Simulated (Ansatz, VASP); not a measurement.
**Two plane-wave programs on Sb2As2C**

```
Sb As C
1.0
    -1.89498    3.40355    4.43304
     1.89498   -3.40355    4.43304
     1.89498    3.40355   -4.43304
Sb As C
2 2 1
Direct
  0.21223 0.71223 0.50000
  0.78777 0.28777 0.50000
  0.22658 0.00000 0.22658
  0.77342 0.00000 0.77342
  0.50000 0.00000 0.50000
```

Alike in both runs: functional PBE; k mesh 6 × 6 × 6; occupations gaussian, width 0.1 eV; no spin polarisation.

Ansatz relaxed the structure, and its values are those at the end. VASP's run is a single point on that final structure, the one shown.

```csv
,VASP,Ansatz
version,VASP 6.6.1,Ansatz 0.2.0
potentials or method,"VASP PAW PBE potentials, release 64 (Sb_d_GW, As_d, C), cutoff 600 eV","scalar-relativistic, plane waves, PAW"
valence electrons in the cell,64,64
```

VASP gave:

```
gap on the k mesh at the Fermi level (eV) : none
pressure (GPa)                            : -0.2
rms of the force components (eV/Å)        : 0.027
```

**Question.** Estimate Ansatz's values.

**Answer.** gap on the k mesh at the Fermi level (eV): none; pressure (GPa): 0.0; rms of the force components (eV/Å): 0.009.

A gap of «none» marks a metal or a gap that the smearing closes.

Spin-orbit coupling is off throughout.
